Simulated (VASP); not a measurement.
## LiH: single point with PBE

The system is LiH.

```
Li H
1.0
     3.25583    0.00000    0.00000
    -1.62791    2.81963    0.00000
     0.00000    0.00000    4.06844
Li H
2 2
Direct
  0.33333 0.66667 0.93749
  0.66667 0.33333 0.43749
  0.33333 0.66667 0.43751
  0.66667 0.33333 0.93751
```

```
Program             : VASP 6.6.1
Task                : single point
Functional          : PBE
Potentials or basis : VASP PAW PBE potentials, release 64 (Li_sv, H)
Cutoff              : 520 eV
k mesh              : 12 × 12 × 6
Occupations         : gaussian, width 0.01 eV
Spin                : no spin polarisation
```

```yaml
Band_gap_on_the_k_mesh: 1.83 eV, indirect (least direct gap 3.07 eV)
```

Levels at points of the mesh, in eV from the valence-band top:
| k point | band 1 | band 2 | band 3 | band 4 | band 5 | band 6 | band 7 | band 8 | band 9 |
| --- | --- | --- | --- | --- | --- | --- | --- | --- | --- |
| (0.00, 0.00, 0.00) | -44.63 | -44.57 | -5.23 | 0.00 | 3.07 | 10.68 | 10.68 | 11.37 | 13.38 |
| (0.50, 0.00, 0.00) | -44.60 | -44.58 | -2.80 | -2.06 | 4.48 | 6.77 | 7.30 | 8.64 | 9.47 |
| (0.00, 0.00, 0.50) | -44.60 | -44.60 | -3.72 | -3.72 | 9.55 | 9.55 | 12.70 | 12.70 | 12.70 |
| (0.50, 0.00, 0.50) | -44.59 | -44.59 | -2.43 | -2.43 | 4.29 | 4.29 | 9.48 | 9.48 | 11.39 |

Run time: 17 s on 1 thread of Intel(R) Xeon(R) Platinum 8488C (Sapphire Rapids) (shared host), peak memory 0.15 GiB.

 A k mesh can miss the band edges.
